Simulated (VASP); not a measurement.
# Zn4HSe4 (a cell with a defect) in VASP: a series of runs

Runs on Zn4HSe4 (a cell with a defect). Level: LDA. Tasks: single point.

All numbers are computed with VASP 6.6.1; they aren't measurements. Logs are shortened: lines on timing, memory, paths and dates and some standing lists are left out, and cuts for length are marked.

## 1. The cell of the first run

The cell holds a defect, 9 atoms: a = 5.631 Å, b = 5.631 Å, c = 6.596 Å, α = 115.27°, β = 115.27°, γ = 90.00°.

## 2. Single point, LDA

The input, INCAR:

```
SYSTEM = Zn4HSe4
PREC = Accurate ; ENCUT = 520
EDIFF = 1E-7 ; ISMEAR = 0
SIGMA = 0.05 ; LREAL = .FALSE.
LASPH = .TRUE. ; NELM = 60
ALGO = Normal ; ISIF = 2
LWAVE = .FALSE. ; LCHARG = .FALSE.
GGA = CA ; NELECT = 72.0
NBANDS = 46
```

The input, KPOINTS:

```
Automatic mesh
0
G
  6 6 6
  0 0 0
```

The input, POSCAR:

```
Zn4HSe4
1.0
   -3.9820046754     -3.9820046754      0.0000000000
   -3.9820046754      3.9820046754      0.0000000000
    3.9820046754      0.0000000000     -5.2585263399
Zn Se H
4 4 1
Direct
    1.0000000000      1.0000000000      1.0000000000
    0.5000000000      0.5000000000      1.0000000000
    1.0000000000      0.5000000000      1.0000000000
    0.5000000000      1.0000000000      1.0000000000
    0.1101682683      0.6101682683      0.7203365366
    0.6101682683      0.1101682683      0.7203365366
    0.8898317317      0.8898317317      0.2796634634
    0.3898317317      0.3898317317      0.2796634634
    1.0416459340      0.2083126007      0.2422074293
```

Potentials or basis: VASP PAW LDA potentials, release 64 (Zn, Se, H).

Command:

```console
> cat potpaw_LDA.64/Zn/POTCAR potpaw_LDA.64/Se/POTCAR potpaw_LDA.64/H/POTCAR > POTCAR
> mpirun -np 1 vasp_std > vasp.out
```

OUTCAR:

```text
SYSTEM = Zn4HSe4
   PREC = Accurate
   ENCUT = 520
   EDIFF = 1E-7
   ISMEAR = 0
   LREAL = .FALSE.
   LASPH = .TRUE.
   NELM = 60
   ISIF = 2
   GGA = CA
   NELECT = 72.0

 ion  position               nearest neighbor table
   1  0.000  0.000  0.000-   9 1.44   6 2.48   7 2.48   8 2.48   5 2.48   4 2.82   3 2.82   3 2.82
                             4 2.82
   2  0.500  0.500  0.000-   5 2.48   6 2.48   7 2.48   8 2.48   3 2.82   4 2.82   4 2.82   3 2.82

   3  0.000  0.500  0.000-   5 2.48   6 2.48   7 2.48   8 2.48   1 2.82   2 2.82   1 2.82   2 2.82

   4  0.500  0.000  0.000-   5 2.48   6 2.48   7 2.48   8 2.48   1 2.82   2 2.82   2 2.82   1 2.82

   5  0.110  0.610  0.720-   1 2.48   2 2.48   3 2.48   4 2.48
   6  0.610  0.110  0.720-   1 2.48   2 2.48   3 2.48   4 2.48
   7  0.890  0.890  0.280-   1 2.48   2 2.48   3 2.48   4 2.48
   8  0.390  0.390  0.280-   1 2.48   2 2.48   3 2.48   4 2.48
   9  0.042  0.208  0.242-   1 1.44

  LATTYP: Found a body centered tetragonal cell.
 ALAT       =     5.6314050174
 C/A-ratio  =     1.8675717068

  Lattice vectors:

 A1 = (   0.0000000000,  -3.9820046754,   5.2585263399)
 A2 = (   0.0000000000,   3.9820046754,   5.2585263399)
 A3 = (  -3.9820046754,   0.0000000000,  -5.2585263399)

Analysis of symmetry for initial positions (statically):
=====================================================================
 Subroutine PRICEL returns:
 Original cell was already a primitive cell.

 Routine SETGRP: Setting up the symmetry group for a
 body centered tetragonal supercell.

 Subroutine GETGRP returns: Found  1 space group operations
 (whereof  1 operations were pure point group operations)
 out of a pool of 16 trial point group operations.

The static configuration has the point symmetry C_1 .

Analysis of symmetry for dynamics (positions and initial velocities):
=====================================================================
 Subroutine PRICEL returns:
 Original cell was already a primitive cell.

 Routine SETGRP: Setting up the symmetry group for a
 body centered tetragonal supercell.

 Subroutine GETGRP returns: Found  1 space group operations
 (whereof  1 operations were pure point group operations)
 out of a pool of 16 trial point group operations.

The dynamic configuration has the point symmetry C_1 .

 Subroutine INISYM returns: Found  1 space group operations
 (whereof  1 operations are pure point group operations),
 and found     1 'primitive' translations

----------------------------------------------------------------------------------------

                                     Primitive cell

  volume of cell :     166.7622

  direct lattice vectors                    reciprocal lattice vectors
    -3.982004675 -3.982004675  0.000000000    -0.125564895 -0.125564895 -0.095083673
    -3.982004675  3.982004675  0.000000000    -0.125564895  0.125564895 -0.095083673
     3.982004675  0.000000000 -5.258526340     0.000000000  0.000000000 -0.190167346

  length of vectors
     5.631405017  5.631405017  6.596094337     0.201429866  0.201429866  0.190167346

  position of ions in fractional coordinates (direct lattice)
     0.000000000  0.000000000  0.000000000
     0.500000000  0.500000000  0.000000000
     0.000000000  0.500000000  0.000000000
     0.500000000  0.000000000  0.000000000
     0.110168268  0.610168268  0.720336537
     0.610168268  0.110168268  0.720336537
     0.889831732  0.889831732  0.279663463
     0.389831732  0.389831732  0.279663463
     0.041645934  0.208312601  0.242207429

  ion indices of the primitive-cell ions
   primitive index   ion index
                 1           1
                 2           2
                 3           3
                 4           4
                 5           5
                 6           6
                 7           7
                 8           8
                 9           9

----------------------------------------------------------------------------------------

 KPOINTS: Automatic mesh

Automatic generation of k-mesh.
 Grid dimensions read from file:
 generate k-points for:    6    6    6

 Generating k-lattice:

  Cartesian coordinates                     Fractional coordinates (reciprocal lattice)
    -0.020927483 -0.020927483 -0.015847279     0.166666667  0.000000000  0.000000000
    -0.020927483  0.020927483 -0.015847279     0.000000000  0.166666667  0.000000000
     0.000000000  0.000000000 -0.031694558     0.000000000  0.000000000  0.166666667

  Length of vectors
     0.033571644  0.033571644  0.031694558

  Shift w.r.t. Gamma in fractional coordinates (k-lattice)
     0.000000000  0.000000000  0.000000000

 Subroutine IBZKPT returns following result:
 ===========================================

 Found    112 irreducible k-points:

 Following reciprocal coordinates:
            Coordinates               Weight
  0.000000  0.000000  0.000000      1.000000
  0.166667  0.000000  0.000000      2.000000
  0.000000 -0.166667  0.166667      2.000000
 -0.166667  0.000000  0.166667      2.000000
  0.000000  0.166667  0.000000      2.000000
  0.333333  0.000000 -0.000000      2.000000
[... 16 lines left out ...]
 -0.333333  0.166667 -0.166667      2.000000
 -0.166667 -0.333333  0.000000      2.000000
 [... further k-points ...]
   k-points           NKPTS =    112   k-points in BZ     NKDIM =    112   number of bands    NBANDS=     46
   number of dos      NEDOS =    301   number of ions     NIONS =      9
   total plane-waves  NPLWV =  88200
   dimension x,y,z NGX =    42 NGY =   42 NGZ =   50
   dimension x,y,z NGXF=    84 NGYF=   84 NGZF=  100
   ions per type =               4   4   1
   NGX,Y,Z   is equivalent  to a cutoff of  12.40, 12.40, 12.60 a.u.
   NGXF,Y,Z  is equivalent  to a cutoff of  24.80, 24.80, 25.20 a.u.
 SYSTEM =  Zn4HSe4
   PREC   = accura    normal or accurate (medium, high low for compatibility)
   ISTART =      0    job   : 0-new  1-cont  2-samecut
   ICHARG =      2    charge: 1-file 2-atom 10-const
   ISPIN  =      1    spin polarized calculation?
   LNONCOLLINEAR =      F non collinear calculations
   LSORBIT =      F    spin-orbit coupling
   LASPH  =      T    aspherical Exc in radial PAW
   ENCUT  =  520.0 eV  38.22 Ry    6.18 a.u.  10.47 10.47 12.26*2*pi/ulx,y,z
   NELM   =     60;   NELMIN=  2; NELMDL= -5     # of ELM steps
   EDIFF  = 0.1E-06   stopping-criterion for ELM
   LREAL  =      F    real-space projection
   EDIFFG = 0.1E-05   stopping-criterion for IOM
   NSW    =      0    number of steps for IOM
   IBRION =     -1    ionic relax: 0-MD 1-quasi-New 2-CG
   NFREE  =      0    steps in history (QN), initial steepest desc. (CG)
   ISIF   =      2    stress and relaxation
   ISYM   =      2    0-nonsym 1-usesym 2-fastsym
   POTIM  = 0.5000    time-step for ionic-motion
   TEBEG  =    0.0;   TEEND  =   0.0 temperature during run
   PSTRESS=    0.0 pullay stress
   NELECT =      72.0000    total number of electrons
   NUPDOWN=      -1.0000    fix difference up-down
   EMIN   =  10.00;   EMAX   =-10.00  energy-range for DOS
   EFERMI =   0.00;   METHOD = LEGACY
   ISMEAR =     0;   SIGMA  =   0.05  broadening in eV -4-tet -1-fermi 0-gaus
   EFERMI_NEDOS =   21; number of points for ismear=-14 and -15
   IALGO  =     38    algorithm
   IMIX   =      4    mixing-type and parameters
     AMIX     =   0.40;   BMIX     =  1.00
     AMIX_MAG =   1.60;   BMIX_MAG =  1.00
  volume/ion in A,a.u.               =      18.53       125.04
  Fermi-wavevector in a.u.,A,eV,Ry     =   1.237333  2.338220 20.830412  1.530992
  Thomas-Fermi vector in A             =   2.371904
   LORBIT       =      0    0 simple, 1 ext, 2 COOP (PROOUT), +10 PAW based schemes
   GGA     = CA    functional components
   LHFCALC =     F    Hartree Fock is set to
   AEXX    =    0.0000 exact exchange contribution
   IVDW    =     0    specifies the selected vdW correction
   LEPSILON=     F    determine dielectric tensor
   LRPA    =     F    only Hartree local field effects (RPA)
 non-spin polarized calculation
 Gauss-broadening in eV      SIGMA  =   0.05
  energy-cutoff  :      520.00
  volume of cell :      166.76
 maximum number of plane-waves:      4555
 NGX is ok and might be reduce to    42
   NGX = 21   NGY = 21   NGZ = 25

 number of electron      72.0000030 magnetization

 Free energy of the ion-electron system (eV)
  ---------------------------------------------------
  ext. energy  EPLUGINS =         0.00000000
  ---------------------------------------------------
  free energy    TOTEN  =       -32.37416896 eV

  energy without entropy =      -32.37416750  energy(sigma->0) =      -32.37416823

 E-fermi :   2.5084     XC(G=0): -10.1419

 val. band max:        2.3941870765   @ k =   0.0000   0.0000   0.0000
 cond. band min:       2.6250364485   @ k =   0.0000   0.0000   0.0000
 fundamental gap:      0.2308493720
 Fermi energy:         2.5083650150

 k-point     1 :       0.0000    0.0000    0.0000
  band No.  band energies     occupation
      1     -11.6971      2.00000
      2     -10.4967      2.00000
      3     -10.0777      2.00000
      4      -9.9436      2.00000
      5      -6.3320      2.00000
      6      -5.5020      2.00000
[... 38 lines left out ...]
     45       7.8349      0.00000
     46       7.8913      0.00000

 k-point     2 :       0.1667    0.0000    0.0000
  band No.  band energies     occupation
      1     -11.6109      2.00000
      2     -10.5532      2.00000
      3     -10.1023      2.00000
      4      -9.9873      2.00000
      5      -6.3253      2.00000
      6      -5.4877      2.00000
[... 38 lines left out ...]
     45       7.8493      0.00000
     46       8.1539      0.00000

 k-point     3 :       0.0000   -0.1667    0.1667
  band No.  band energies     occupation
      1     -11.6112      2.00000
      2     -10.5530      2.00000
      3     -10.1017      2.00000
      4      -9.9878      2.00000
      5      -6.3233      2.00000
      6      -5.4856      2.00000
[... 1018 lines left out ...]
     45       8.2211      0.00000
     46       8.6144      0.00000

 k-point    24 :      -0.1667   -0.3333    0.0000
  band No.  band energies     occupation
      1     -11.2492      2.00000
      2     -10.7746      2.00000
      3     -10.2236      2.00000
      4     -10.1138      2.00000
      5      -6.3369      2.00000
      6      -5.4495      2.00000
[... 38 lines left out ...]
     45       8.1646      0.00000
     46       8.7403      0.00000

 [... further k-points ...]

------------------------ aborting loop because EDIFF is reached ----------------------------------------

  FORCE on cell =-STRESS in cart. coord.  units (eV):
  Direction    XX          YY          ZZ          XY          YZ          ZX
  --------------------------------------------------------------------------------------
  -------------------------------------------------------------------------------------
  Total       -7.6392851     -6.3314542     -3.2336382     -0.1504011     -0.6757347      0.0320319
  in kB      -73.3948723    -60.8298117    -31.0673652     -1.4449869     -6.4921598      0.3077483
  external PRESSURE =     -55.0973498 kB  Pullay stress =       0.0000000 kB

 VOLUME and BASIS-vectors are now :
 -----------------------------------------------------------------------------
  energy-cutoff  :      520.00
  volume of cell :      166.76
      direct lattice vectors                 reciprocal lattice vectors
    -3.982004675 -3.982004675  0.000000000    -0.125564895 -0.125564895 -0.095083673
    -3.982004675  3.982004675  0.000000000    -0.125564895  0.125564895 -0.095083673
     3.982004675  0.000000000 -5.258526340     0.000000000  0.000000000 -0.190167346

 POSITION                                       TOTAL-FORCE (eV/Angst)
 -----------------------------------------------------------------------------------
      0.00000      0.00000      0.00000         0.104703     -1.485028      3.139624
     -3.98200      0.00000      0.00000        -0.036808      0.059773      0.698276
     -1.99100      1.99100      0.00000        -0.161100      0.174538      0.405569
     -1.99100     -1.99100      0.00000         0.146449      0.123319      0.393529
      0.00000      1.99100     -3.78791         0.000313      0.270814     -0.062424
      0.00000     -1.99100     -3.78791         0.000149      0.065387     -0.096159
     -5.97301      0.00000     -1.47062        -0.137087      0.045671     -0.872850
     -1.99100      0.00000     -1.47062         0.208719      0.064746     -0.951552
     -0.03086      0.66367     -1.27365        -0.125338      0.680779     -2.654013
 -----------------------------------------------------------------------------------
    total drift:                               -0.000100     -0.000021     -0.000160

  FREE ENERGIE OF THE ION-ELECTRON SYSTEM (eV)
  ---------------------------------------------------
  free  energy   TOTEN  =       -32.3741689576 eV

  energy  without entropy=      -32.3741674984  energy(sigma->0) =      -32.37416823
```

It took 17 min on 1 thread of Oxide Virtual Turin-like, shared host; peak memory 0.68 GiB.

Results:

```
Free energy   : -32.3742 eV
Largest force : 3.475 eV/Å
```

Forces on the atoms (eV/Å):
```
Zn   0.105 -1.485  3.140
Zn  -0.037  0.060  0.698
Zn  -0.161  0.175  0.406
Zn   0.146  0.123  0.394
Se   0.000  0.271 -0.062
Se   0.000  0.065 -0.096
Se  -0.137  0.046 -0.873
Se   0.209  0.065 -0.952
H   -0.125  0.681 -2.654
```

Levels at points of the mesh, in eV from the Fermi level:
```csv
k point,band 33,band 34,band 35,band 36,band 37,band 38,band 39,band 40
"(0.00, 0.00, 0.00)",-2.96,-0.56,-0.22,-0.11,0.12,1.56,2.26,4.13
"(0.50, 0.00, 0.00)",-1.75,-1.72,-1.25,-1.16,1.66,3.89,3.98,4.04
"(0.00, 0.50, 0.50)",-1.74,-1.73,-1.26,-1.14,1.66,3.87,3.99,4.04
"(0.50, 0.00, 0.50)",-1.78,-1.74,-1.21,-1.14,1.55,3.74,3.92,4.00
"(0.00, 0.50, 0.00)",-1.78,-1.73,-1.20,-1.14,1.55,3.72,3.94,4.00
"(0.50, 0.50, 0.00)",-1.32,-1.05,-0.99,-0.82,0.44,2.09,2.14,3.71
"(0.50, 0.50, 0.50)",-1.35,-0.94,-0.92,-0.78,0.14,2.30,3.49,3.56
"(0.00, 0.00, 0.50)",-2.24,-1.89,-1.05,-1.00,0.18,2.01,2.64,2.65
```

Caveat: the cell carries a net charge on a neutralising background, which shifts energy and pressure; the cell is charged against a uniform background, so pressure and absolute levels hang on convention.

(Part 1 of 2 ends here.)
